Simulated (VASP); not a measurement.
Wanted: the native input for a VASP 6.6.1 run.

```yaml
Task: electric field gradients
Functional: LDA
Potentials_or_basis: VASP PAW LDA potentials, release 64 (Sn_d, Te)
Cutoff: 520 eV
k_mesh: 11 × 11 × 11
Occupations: fermi-dirac, width 0.08 eV
Spin: no spin polarisation
Dipole_correction: no
Further_INCAR_settings: ALGO = Normal; EDIFF = 1e-08; NBANDS = 17
```

The structure of SnTe lies in POSCAR:

```
SnTe
1.0
    0.0000000000      3.1980376582      3.1980376582
    3.1980376582      0.0000000000      3.1980376582
    3.1980376582      3.1980376582      0.0000000000
Sn Te
1 1
Direct
    0.0000000000      0.0000000000      0.0000000000
    0.5000000000      0.5000000000      0.5000000000
```

This cell differs from its parent crystal: functional lda, volume scaled by 1.04.

One way to write it, as run:

INCAR

```
  ALGO = Normal
  EDIFF = 1E-8
  ENCUT = 520
  GGA = CA
  ISIF = 2
  ISMEAR = -1
  LASPH = T
  LCHARG = F
  LEFG = T
  LREAL = F
  LWAVE = F
  NBANDS = 17
  NELM = 60
  PREC = Accurate
  SIGMA = 0.08
```

KPOINTS

```
k-points
0
Gamma
  11 11 11
```

Potentials or basis: VASP PAW LDA potentials, release 64 (Sn_d, Te).

Launch:

```bash
$ cat potpaw_LDA.64/Sn_d/POTCAR potpaw_LDA.64/Te/POTCAR > POTCAR
$ mpirun -np 1 vasp_std > vasp.out
```

Results of the run:

The pressure is -3.2 GPa.

Caveat: without QUAD_EFG the Cq values of the log hold for a quadrupole moment of 1 mb, not for the nuclei.

Run time: 48 s on 1 thread of Intel(R) Xeon(R) Platinum 8259CL CPU @ 2.50GHz (Skylake/Cascade Lake) (shared host), peak memory 0.21 GiB.
